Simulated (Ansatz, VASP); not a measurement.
## One calculation of BaTiO3, two programs

```xyz
5
Lattice="2.8369 1.6379 2.3210 -2.8369 1.6379 2.3210 0.0000 -3.2758 2.3210" Properties=species:S:1:pos:R:3 pbc="T T T"
Ba    0.0000    0.0000    6.9627
Ti    0.0000    0.0000    3.5351
O     0.0000   -1.0191    5.1747
O    -1.4022    0.8096    4.5747
O     1.4022    0.8096    4.5747
```

Alike in both runs: task single point; functional r2SCAN; k mesh 6 × 6 × 6; occupations gaussian, width 0.05 eV; no spin polarisation; Hubbard terms Ti d U = 4.0 eV.

|  | VASP | Ansatz |
| --- | --- | --- |
| version | VASP 6.6.1 | Ansatz 0.2.0 |
| potentials or method | VASP PAW PBE potentials, release 64 (Ba_sv, Ti_sv, O), cutoff 520 eV | scalar-relativistic, plane waves, PAW |
| valence electrons in the cell | 40 | 40 |

VASP gave:

```
gap on the k mesh at the Fermi level (eV)                     : 2.37
least direct gap on the mesh (eV)                             : 2.84
pressure (GPa)                                                : 15.2
traceless stress, the component that is largest in VASP (GPa) : -7.62
rms of the force components (eV/Å)                            : 3.041
```

Task: What did Ansatz give for the same quantities?

Result: gap on the k mesh at the Fermi level (eV): 2.34; least direct gap on the mesh (eV): 2.79; pressure (GPa): 9.7; traceless stress, the component that is largest in VASP (GPa): -5.64; rms of the force components (eV/Å): 2.600.

VASP's potentials were made for PBE, not for r2SCAN. The programs project onto different local orbitals, so the same U acts differently, and such runs can settle in different states. Atom by atom the forces differ by 0.530 eV/Å (rms over components).

Spin-orbit coupling is off throughout.
